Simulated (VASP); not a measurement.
# CaO (P6_3/mmc) in VASP: further runs

Aim: see how the results for CaO move with the level of theory and the settings. Levels: PBE, PBEsol. Tasks: single point, relaxation of cell and atoms.

Everything below comes from runs of VASP 6.6.1. Logs are shortened: lines on timing, memory, paths and dates and some standing lists are left out, and cuts for length are marked.

## 1. The cell of the first run

It takes space group P6_3/mmc (No. 194, hexagonal). Conventional cell: a = 4.004 Å, b = 4.004 Å, c = 4.808 Å, α = 90.00°, β = 90.00°, γ = 120.00°. Ca (site symmetry -6m2) has 5 O at 2.31 to 2.40 Å within 3.1 Å. Within 3.1 Å of O (site symmetry -6m2) lie 5 Ca at 2.31 to 2.40 Å.

## 2. Single point, PBE

Input file INCAR:

```
  ALGO = Normal
  EDIFF = 1E-6
  ENCUT = 520
  GGA = PE
  ISIF = 2
  ISMEAR = 0
  LASPH = True
  LCHARG = True
  LELF = True
  LREAL = False
  LVHAR = True
  LWAVE = False
  NBANDS = 24
  NELM = 80
  PREC = Accurate
  SIGMA = 0.02
```

Input file KPOINTS:

```
k-points
0
Gamma
  6 6 6
```

Input file POSCAR:

```
CaO
1.0
    4.0043713128      0.0000000000      0.0000000000
   -2.0021856564      3.4678872831      0.0000000000
    0.0000000000      0.0000000000      4.8079730733
Ca O
2 2
Direct
    0.3333333333      0.6666666667      0.7500000000
    0.6666666667      0.3333333333      0.2500000000
    0.3333333333      0.6666666667      0.2500000000
    0.6666666667      0.3333333333      0.7500000000
```

Potentials or basis: VASP PAW PBE potentials, release 64 (Ca_sv, O).

Launch:

```console
> cat potpaw_PBE.64/Ca_sv/POTCAR potpaw_PBE.64/O/POTCAR > POTCAR
> mpirun -np 1 vasp_std > vasp.out
```

OUTCAR:

```text
EDIFF = 1E-6
   ENCUT = 520
   GGA = PE
   ISIF = 2
   ISMEAR = 0
   LASPH = True
   LREAL = False
   NELM = 80
   PREC = Accurate

 ion  position               nearest neighbor table
   1  0.333  0.667  0.750-   4 2.31   4 2.31   4 2.31   3 2.40   3 2.40
   2  0.667  0.333  0.250-   3 2.31   3 2.31   3 2.31   4 2.40   4 2.40
   3  0.333  0.667  0.250-   2 2.31   2 2.31   2 2.31   1 2.40   1 2.40
   4  0.667  0.333  0.750-   1 2.31   1 2.31   1 2.31   2 2.40   2 2.40

  LATTYP: Found a hexagonal cell.
 ALAT       =     4.0043713128
 C/A-ratio  =     1.2006811301

  Lattice vectors:

 A1 = (   4.0043713128,   0.0000000000,   0.0000000000)
 A2 = (  -2.0021856564,   3.4678872831,   0.0000000000)
 A3 = (   0.0000000000,   0.0000000000,   4.8079730733)

Analysis of symmetry for initial positions (statically):
=====================================================================
 Subroutine PRICEL returns:
 Original cell was already a primitive cell.

 Routine SETGRP: Setting up the symmetry group for a
 hexagonal supercell.

 Subroutine GETGRP returns: Found 24 space group operations
 (whereof 12 operations were pure point group operations)
 out of a pool of 24 trial point group operations.

The static configuration has the point symmetry D_3d.
 The point group associated with its full space group is D_6h.

Analysis of symmetry for dynamics (positions and initial velocities):
=====================================================================
 Subroutine PRICEL returns:
 Original cell was already a primitive cell.

 Routine SETGRP: Setting up the symmetry group for a
 hexagonal supercell.

 Subroutine GETGRP returns: Found 24 space group operations
 (whereof 12 operations were pure point group operations)
 out of a pool of 24 trial point group operations.

The dynamic configuration has the point symmetry D_3d.
 The point group associated with its full space group is D_6h.

 Subroutine INISYM returns: Found 24 space group operations
 (whereof 12 operations are pure point group operations),
 and found     1 'primitive' translations

----------------------------------------------------------------------------------------

                                     Primitive cell

  volume of cell :      66.7669

  direct lattice vectors                    reciprocal lattice vectors
     4.004371313  0.000000000  0.000000000     0.249727091  0.144180003  0.000000000
    -2.002185656  3.467887283  0.000000000     0.000000000  0.288360007  0.000000000
     0.000000000  0.000000000  4.807973073     0.000000000  0.000000000  0.207987854

  length of vectors
     4.004371313  4.004371313  4.807973073     0.288360007  0.288360007  0.207987854

  position of ions in fractional coordinates (direct lattice)
     0.333333333  0.666666667  0.750000000
     0.666666667  0.333333333  0.250000000
     0.333333333  0.666666667  0.250000000
     0.666666667  0.333333333  0.750000000

  ion indices of the primitive-cell ions
   primitive index   ion index
                 1           1
                 2           2
                 3           3
                 4           4

----------------------------------------------------------------------------------------

 KPOINTS: k-points

Automatic generation of k-mesh.
 Grid dimensions read from file:
 generate k-points for:    6    6    6

 Generating k-lattice:

  Cartesian coordinates                     Fractional coordinates (reciprocal lattice)
     0.041621182  0.024030001  0.000000000     0.166666667  0.000000000  0.000000000
     0.000000000  0.048060001  0.000000000     0.000000000  0.166666667  0.000000000
     0.000000000  0.000000000  0.034664642     0.000000000  0.000000000  0.166666667

  Length of vectors
     0.048060001  0.048060001  0.034664642

  Shift w.r.t. Gamma in fractional coordinates (k-lattice)
     0.000000000  0.000000000  0.000000000

 Subroutine IBZKPT returns following result:
 ===========================================

 Found     28 irreducible k-points:

 Following reciprocal coordinates:
            Coordinates               Weight
  0.000000  0.000000  0.000000      1.000000
  0.166667  0.000000  0.000000      6.000000
  0.333333  0.000000  0.000000      6.000000
  0.500000  0.000000  0.000000      3.000000
  0.166667  0.166667  0.000000      6.000000
  0.333333  0.166667  0.000000     12.000000
[... 16 lines left out ...]
  0.166667  0.000000  0.500000      6.000000
  0.333333  0.000000  0.500000      6.000000
 [... further k-points ...]
   k-points           NKPTS =     28   k-points in BZ     NKDIM =     28   number of bands    NBANDS=     24
   number of dos      NEDOS =    301   number of ions     NIONS =      4
   total plane-waves  NPLWV =  32400
   dimension x,y,z NGX =    30 NGY =   30 NGZ =   36
   dimension x,y,z NGXF=    60 NGYF=   60 NGZF=   72
   ions per type =               2   2
   NGX,Y,Z   is equivalent  to a cutoff of  12.45, 12.45, 12.45 a.u.
[... 63 lines left out ...]
 cond. band min:       4.4176062021   @ k =   0.0000   0.0000   0.0000
 fundamental gap:      3.1272009438
 Fermi energy:         1.3929598764

 k-point     1 :       0.0000    0.0000    0.0000
  band No.  band energies     occupation
      1     -36.4090      2.00000
      2     -36.2851      2.00000
      3     -17.7331      2.00000
      4     -17.5014      2.00000
      5     -17.5014      2.00000
      6     -17.3137      2.00000
[... 16 lines left out ...]
     23       9.7582      0.00000
     24       9.7799      0.00000

 k-point     2 :       0.1667    0.0000    0.0000
  band No.  band energies     occupation
      1     -36.3986      2.00000
      2     -36.2893      2.00000
      3     -17.6978      2.00000
      4     -17.6060      2.00000
      5     -17.5229      2.00000
      6     -17.4403      2.00000
[... 16 lines left out ...]
     23       9.3111      0.00000
     24       9.5951      0.00000

 k-point     3 :       0.3333    0.0000    0.0000
  band No.  band energies     occupation
      1     -36.3736      2.00000
      2     -36.3021      2.00000
      3     -17.7995      2.00000
      4     -17.6598      2.00000
      5     -17.6083      2.00000
      6     -17.5624      2.00000
[... 16 lines left out ...]
     23       9.4394      0.00000
     24       9.6115      0.00000

 k-point     4 :       0.5000    0.0000    0.0000
  band No.  band energies     occupation
      1     -36.3554      2.00000
      2     -36.3143      2.00000
      3     -17.8903      2.00000
      4     -17.7566      2.00000
      5     -17.5809      2.00000
      6     -17.5379      2.00000
[... 16 lines left out ...]
     23       9.6779      0.00000
     24       9.7498      0.00000

 k-point     5 :       0.1667    0.1667    0.0000
  band No.  band energies     occupation
      1     -36.3807      2.00000
      2     -36.2981      2.00000
      3     -17.7319      2.00000
      4     -17.6344      2.00000
      5     -17.6332      2.00000
      6     -17.5438      2.00000
[... 16 lines left out ...]
     23       9.4370      0.00000
     24       9.5725      0.00000

 k-point     6 :       0.3333    0.1667    0.0000
  band No.  band energies     occupation
      1     -36.3555      2.00000
      2     -36.3142      2.00000
      3     -17.8499      2.00000
      4     -17.7617      2.00000
      5     -17.6083      2.00000
      6     -17.5383      2.00000
[... 16 lines left out ...]
     23       9.3481      0.00000
     24       9.7965      0.00000
[... 379 lines left out ...]
 k-point    21 :       0.3333    0.3333    0.3333
  band No.  band energies     occupation
      1     -36.3325      2.00000
      2     -36.3325      2.00000
      3     -18.0904      2.00000
      4     -18.0904      2.00000
      5     -17.5800      2.00000
      6     -17.4203      2.00000
[... 16 lines left out ...]
     23       9.7418      0.00000
     24       9.7418      0.00000

 k-point    22 :       0.0000    0.0000    0.5000
  band No.  band energies     occupation
      1     -36.3465      2.00000
      2     -36.3465      2.00000
      3     -17.6569      2.00000
      4     -17.6569      2.00000
      5     -17.4069      2.00000
      6     -17.4069      2.00000
[... 16 lines left out ...]
     23      10.3226      0.00000
     24      10.3226      0.00000

 k-point    23 :       0.1667    0.0000    0.5000
  band No.  band energies     occupation
      1     -36.3433      2.00000
      2     -36.3433      2.00000
      3     -17.8170      2.00000
      4     -17.8170      2.00000
      5     -17.4169      2.00000
      6     -17.4169      2.00000
[... 16 lines left out ...]
     23       9.8335      0.00000
     24       9.8335      0.00000

 k-point    24 :       0.3333    0.0000    0.5000
  band No.  band energies     occupation
      1     -36.3370      2.00000
      2     -36.3370      2.00000
      3     -18.0395      2.00000
      4     -18.0395      2.00000
      5     -17.4369      2.00000
      6     -17.4369      2.00000
[... 16 lines left out ...]
     23       9.5987      0.00000
     24       9.5987      0.00000

 [... further k-points ...]
[... 5 lines left out ...]
  --------------------------------------------------------------------------------------
  -------------------------------------------------------------------------------------
  Total        0.1917705      0.1917705      0.2017761      0.0000000     -0.0000000      0.0000000
  in kB        4.6018352      4.6018352      4.8419361      0.0000000     -0.0000000      0.0000000
  external PRESSURE =       4.6818688 kB  Pullay stress =       0.0000000 kB

 VOLUME and BASIS-vectors are now :
 -----------------------------------------------------------------------------
  energy-cutoff  :      520.00
  volume of cell :       66.77
      direct lattice vectors                 reciprocal lattice vectors
     4.004371313  0.000000000  0.000000000     0.249727091  0.144180003  0.000000000
    -2.002185656  3.467887283  0.000000000     0.000000000  0.288360007  0.000000000
     0.000000000  0.000000000  4.807973073     0.000000000  0.000000000  0.207987854

 POSITION                                       TOTAL-FORCE (eV/Angst)
 -----------------------------------------------------------------------------------
     -0.00000      2.31192      3.60598        -0.000000      0.000000     -0.000000
      2.00219      1.15596      1.20199         0.000000     -0.000000      0.000000
     -0.00000      2.31192      1.20199         0.000000      0.000000      0.000000
      2.00219      1.15596      3.60598        -0.000000      0.000000      0.000000
 -----------------------------------------------------------------------------------
    total drift:                               -0.000000      0.000000     -0.000000

  FREE ENERGIE OF THE ION-ELECTRON SYSTEM (eV)
  ---------------------------------------------------
  free  energy   TOTEN  =       -25.3505882718 eV

  energy  without entropy=      -25.3505882718  energy(sigma->0) =      -25.35058827
```

It took 36 s on 1 thread of Intel Xeon 6975P-C, shared host; peak memory 0.2 GiB.

Results:

| Quantity | Value |
| --- | --- |
| Free energy | -25.3506 eV |
| Pressure | 0.5 GPa |
| Band gap on the k mesh | 3.13 eV, direct |

Levels at points of the mesh, in eV from the valence-band top:
```csv
k point,band 13,band 14,band 15,band 16,band 17,band 18,band 19,band 20
"(0.00, 0.00, 0.00)",-1.13,-1.13,-1.10,0.00,3.13,6.11,6.11,7.63
"(0.50, 0.00, 0.00)",-0.85,-0.84,-0.59,-0.38,4.66,5.23,5.24,7.55
"(0.00, 0.00, 0.50)",-1.27,-1.27,-1.27,-1.27,4.93,4.93,7.71,7.71
"(0.50, 0.00, 0.50)",-1.04,-1.04,-0.75,-0.75,5.33,5.33,7.27,7.27
```

## 3. Relaxation of cell and atoms, PBE

This run uses another cell than the first one, of 16.51 Å³/atom, 0.989 times its volume.

Input file INCAR:

```
PREC = Accurate ; ENCUT = 600
EDIFF = 1E-7 ; ISMEAR = 0
SIGMA = 0.02 ; LREAL = False
LASPH = True ; NELM = 80
ALGO = Normal ; ISIF = 3
LWAVE = False ; LCHARG = False
GGA = PE ; IBRION = 2
NSW = 100 ; EDIFFG = -0.005
```

Input file KPOINTS:

```
Automatic mesh
0
Gamma
  6 6 6
```

Input file POSCAR:

```
CaO
1.0
    3.9919758245      0.0000000000      0.0000000000
   -1.9959879122      3.4571524753      0.0000000000
    0.0000000000      0.0000000000      4.7848400100
Ca O
2 2
Direct
    0.3333333300      0.6666666700      0.7500000000
    0.6666666700      0.3333333300      0.2500000000
    0.3333333300      0.6666666700      0.2500000000
    0.6666666700      0.3333333300      0.7500000000
```

Potentials or basis: VASP PAW PBE potentials, release 64 (Ca_sv, O).

Launch:

```console
> cat potpaw_PBE.64/Ca_sv/POTCAR potpaw_PBE.64/O/POTCAR > POTCAR
> mpirun -np 1 vasp_std > vasp.out
```

Wall time 89 s (1 thread of Intel Xeon 6975P-C, shared host); peak memory 0.23 GiB.

Results (log left out):

* Free energy: -25.3550 eV
* Relaxed volume: 16.77 Å³/atom
* Relaxed cell: a = 4.011 Å, b = 4.011 Å, c = 4.814 Å, α = 90.00°, β = 90.00°, γ = 120.00°
* Space group after relaxing (to 0.05 Å): P6_3/mmc (No. 194)
* Energy gained by relaxing: 1.1 meV/atom
* Ionic steps: 3
* Pressure after relaxing: 0.0 GPa
* Band gap on the k mesh: 3.11 eV, direct

The path:
| step | energy change (eV) | largest force (eV/Å) | pressure (GPa) | volume (Å³) |
| --- | --- | --- | --- | --- |
| 1 | 0.0000 | 0.0000 | 1.39 | 66.03 |
| 2 | -0.0040 | 0.0000 | -0.43 | 67.41 |
| 3 | -0.0045 | 0.0000 | 0.00 | 67.07 |

Final structure:
```
Ca O
1.0
     4.01093    0.00000    0.00000
    -2.00547    3.47357    0.00000
     0.00000    0.00000    4.81419
Ca O
2 2
Direct
  0.33333 0.66667 0.75000
  0.66667 0.33333 0.25000
  0.33333 0.66667 0.25000
  0.66667 0.33333 0.75000
```

Levels at points of the mesh, in eV from the valence-band top:
```
           k point  band 13  band 14  band 15  band 16  band 17  band 18  band 19  band 20
(0.00, 0.00, 0.00)    -1.12    -1.12    -1.10     0.00     3.11     6.10     6.10     7.62
(0.50, 0.00, 0.00)    -0.85    -0.84    -0.59    -0.38     4.66     5.23     5.23     7.52
(0.00, 0.00, 0.50)    -1.26    -1.26    -1.26    -1.26     4.91     4.91     7.69     7.69
(0.50, 0.00, 0.50)    -1.03    -1.03    -0.75    -0.75     5.32     5.32     7.25     7.25
```

## 4. Single point, PBE (strained)

Input file INCAR:

```
SYSTEM = CaO
PREC = Accurate
ENCUT = 520
EDIFF = 1E-6
ISMEAR = 0
SIGMA = 0.02
LREAL = .False.
LASPH = .True.
NELM = 80
ALGO = Normal
ISIF = 2
LWAVE = .False.
LCHARG = .False.
GGA = PE
NBANDS = 24
```

Input file KPOINTS:

```
Automatic mesh
0
Gamma
  9 9 6
  0 0 0
```

Input file POSCAR:

```
CaO
1.0
    3.8473465404      0.0000000000      0.0000000000
   -1.9236732701      3.3318998411      0.0000000000
    0.0000000000      0.0000000000      4.7550304567
Ca O
2 2
Direct
    0.3333333300      0.6666666700      0.7500000000
    0.6666666700      0.3333333300      0.2500000000
    0.3333333300      0.6666666700      0.2500000000
    0.6666666700      0.3333333300      0.7500000000
```

Launch:

```console
> cat potpaw_PBE.64/Ca_sv/POTCAR potpaw_PBE.64/O/POTCAR > POTCAR
> mpirun -np 1 vasp_std > vasp.out
```

It used 110 s of CPU time on 1 thread of AMD EPYC 7R13 Processor (Zen 3), with other jobs on the host.

Results (log left out):

```yaml
Free_energy: -25.1524 eV
Pressure: 10.1 GPa
Band_gap_on_the_k_mesh: 3.55 eV, direct
```

Stress tensor (GPa, compression positive):
```
11.58  0.00  0.00
 0.00 11.58  0.00
 0.00  0.00  7.12
```

Levels at points of the mesh, in eV from the valence-band top:
```tsv
k point	band 13	band 14	band 15	band 16	band 17	band 18	band 19	band 20
(0.00, 0.00, 0.00)	-1.25	-1.25	-1.10	0.00	3.55	6.45	6.45	7.85
(0.00, 0.00, 0.50)	-1.38	-1.38	-1.38	-1.38	5.40	5.40	8.16	8.16
```

Caveat: the cell differs from its parent crystal (strained).

## 5. Single point, PBE (strained)

Input file INCAR:

```
PREC     = Accurate       # precision mode
ENCUT    = 520            # plane-wave cutoff, eV
EDIFF    = 1E-7           # SCF threshold, eV
ISMEAR   = 0              # smearing method
SIGMA    = 0.02           # smearing width, eV
LREAL    = F              # projectors in reciprocal space
LASPH    = T              # aspherical terms in the spheres
NELM     = 60             # most SCF steps
ALGO     = Normal         # electronic algorithm
ISIF     = 2              # what is computed and relaxed
LWAVE    = F              # write WAVECAR
LCHARG   = T              # write CHGCAR
GGA      = PE             # functional
LELF     = T              # ELF
LVHAR    = T            
NBANDS   = 24             # bands
```

Input file KPOINTS:

```
regular mesh
0
Gamma
  9 9 6
```

Input file POSCAR:

```
CaO
1.0
    3.8821565696      0.0000000000      0.0000000000
   -1.9410782847      3.3620462107      0.0000000000
    0.0000000000      0.0000000000      4.7249816615
Ca O
2 2
Direct
    0.3333333300      0.6666666700      0.7500000000
    0.6666666700      0.3333333300      0.2500000000
    0.3333333300      0.6666666700      0.2500000000
    0.6666666700      0.3333333300      0.7500000000
```

Launch:

```console
> cat potpaw_PBE.64/Ca_sv/POTCAR potpaw_PBE.64/O/POTCAR > POTCAR
> mpirun -np 1 vasp_std > vasp.out
```

It used 130 s of CPU time on 1 thread of AMD EPYC 7R13 Processor (Zen 3) (shared host).

Results (log left out):

```yaml
Free_energy: -25.2067 eV
Pressure: 8.7 GPa
Band_gap_on_the_k_mesh: 3.46 eV, direct
```

Stress tensor (GPa, compression positive):
```
9.19 0.00 0.00
0.00 9.19 0.00
0.00 0.00 7.62
```

Levels at points of the mesh, in eV from the valence-band top:
```tsv
k point	band 14	band 15	band 16	band 17	band 18	band 19
(0.00, 0.00, 0.00)	-1.26	-1.08	0.00	3.46	6.36	6.36
(0.00, 0.00, 0.50)	-1.39	-1.39	-1.39	5.29	5.29	8.10
```

Caveat: the cell differs from its parent crystal (strained).

## 6. Single point, PBEsol (functional PBEsol, strained)

Input file INCAR:

```
ALGO = Normal ; EDIFF = 1E-6
ENCUT = 520 ; GGA = PS
ISIF = 2 ; ISMEAR = 0
LASPH = T ; LCHARG = F
LREAL = F ; LWAVE = F
NBANDS = 24 ; NELM = 100
PREC = Accurate ; SIGMA = 0.02
```

Input file KPOINTS:

```
k-points
0
Gamma
  9 9 6
```

Input file POSCAR:

```
CaO
1.0
    4.0516957828      0.0000000000      0.0000000000
   -2.0258478914      3.5088714763      0.0000000000
    0.0000000000      0.0000000000      4.8564212165
Ca O
2 2
Direct
    0.3333333300      0.6666666700      0.7500000000
    0.6666666700      0.3333333300      0.2500000000
    0.3333333300      0.6666666700      0.2500000000
    0.6666666700      0.3333333300      0.7500000000
```

Potentials or basis: VASP PAW PBE potentials, release 64 (Ca_sv, O).

Launch:

```console
> cat potpaw_PBE.64/Ca_sv/POTCAR potpaw_PBE.64/O/POTCAR > POTCAR
> mpirun -np 1 vasp_std > vasp.out
```

It used 100 s of CPU time on 1 thread of AMD EPYC 7R13 Processor (Zen 3), on a shared host.

The run converged. Its results:

```yaml
Free_energy: -26.3896 eV
Pressure: -5.3 GPa
Band_gap_on_the_k_mesh: 2.88 eV, direct
```

Stress tensor (GPa, compression positive):
```
-5.12  0.00  0.00
 0.00 -5.12  0.00
 0.00  0.00 -5.73
```

Levels at points of the mesh, in eV from the valence-band top:
| k point | band 12 | band 13 | band 14 | band 15 | band 16 | band 17 | band 18 | band 19 | band 20 | band 21 |
| --- | --- | --- | --- | --- | --- | --- | --- | --- | --- | --- |
| (0.00, 0.00, 0.00) | -1.16 | -1.13 | -1.08 | -1.08 | 0.00 | 2.88 | 5.98 | 5.98 | 7.44 | 7.48 |
| (0.00, 0.00, 0.50) | -1.54 | -1.23 | -1.23 | -1.23 | -1.23 | 4.69 | 4.69 | 7.55 | 7.55 | 7.55 |

Caveat: the cell differs from its parent crystal (functional PBEsol, strained); the PAW data sets were made with another functional, which shifts forces and pressure a little. A k mesh can miss the band edges.

## 7. Overview

```tsv
task	level	cell	k mesh	cutoff (eV)	gap on the mesh (eV)	pressure (GPa)
single point	PBE	a = 4.004, b = 4.004, c = 4.808 Å, angles 90.0, 90.0, 120.0°, 4 atoms	6 × 6 × 6	520	3.13	0.5
relaxation of cell and atoms	PBE	relaxed from a = 3.992, b = 3.992, c = 4.785 Å, angles 90.0, 90.0, 120.0°, 4 atoms	6 × 6 × 6	600	3.11	0.0
single point	PBE	a = 3.847, b = 3.847, c = 4.755 Å, angles 90.0, 90.0, 120.0°, 4 atoms	9 × 9 × 6	520	3.55	10.1
single point	PBE	a = 3.882, b = 3.882, c = 4.725 Å, angles 90.0, 90.0, 120.0°, 4 atoms	9 × 9 × 6	520	3.46	8.7
single point	PBEsol	a = 4.052, b = 4.052, c = 4.856 Å, angles 90.0, 90.0, 120.0°, 4 atoms	9 × 9 × 6	520	2.88	-5.3
```

Alike in all rows: potentials or basis VASP PAW PBE potentials, release 64 (Ca_sv, O); no spin polarisation; smearing gaussian 0.02 eV.

Caveats: the PAW data sets were made with another functional, which shifts forces and pressure a little (some runs).

Absolute energies hang on the potentials; compare differences alone.
